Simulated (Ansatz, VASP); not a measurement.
# One calculation of Nb, two programs

INCAR

```
  PREC = Accurate
  ENCUT = 520
  EDIFF = 1E-8
  ISMEAR = -1
  SIGMA = 0.08
  LREAL = False
  LASPH = True
  NELM = 80
  ALGO = Normal
  ISIF = 2
  LWAVE = False
  LCHARG = False
  GGA = PS
  LEFG = True
  NBANDS = 12
```

KPOINTS

```
regular mesh
0
Gamma
  13 13 13
```

POSCAR

```
Nb
1.0
    0.0000000000      2.1150000000      2.1573000000
    2.1150000000      0.0000000000      2.1573000000
    2.1150000000      2.1150000000      0.0000000000
Nb
1
Direct
    0.0000000000      0.0000000000      0.0000000000
```

Input for Ansatz:

```yaml
crystal:
  lattice:
    - [0.0, 2.115, 2.1573]
    - [2.115, 0.0, 2.1573]
    - [2.115, 2.115, 0.0]
  atoms:
    - { symbol: Nb, position: [0.0, 0.0, 0.0] }
kpoints:
  mp_grid: { grid: [13, 13, 13] }
scf:
  occupations: { method: fermi_dirac, width: 0.08 }
hamiltonian:
  xc: pbesol
  pseudopotentials: { kind: all_electron, datasets: crystal }
output:
  forces: true
  stress: true
  eigenvalues: true
  efg: { contact_densities: true }
```

Change from the starting cell: zz strain of +2 %, crystal datasets.

Alike in both runs: task electric field gradients; functional PBEsol; k mesh 13 × 13 × 13; occupations fermi-dirac, width 0.08 eV; no spin polarisation.

|  | VASP | Ansatz |
| --- | --- | --- |
| version | VASP 6.6.1 | Ansatz 0.2.0 |
| potentials or method | VASP PAW PBE potentials, release 64 (Nb_sv), cutoff 520 eV | all-electron PAW with datasets made for the crystal, scalar-relativistic |

```csv
,VASP,Ansatz,Ansatz less VASP
pressure (GPa),-9.9,-9.6,+0.25
"traceless stress, the component that is largest in VASP (GPa)",2.96,2.98,+0.024
size of Vzz on the site where it differs most (V/Å²),10.1,10.2,+0.07
```

VASP's potentials were made for PBE, not for PBEsol. Ansatz ran all-electron here, and VASP with PAW potentials.
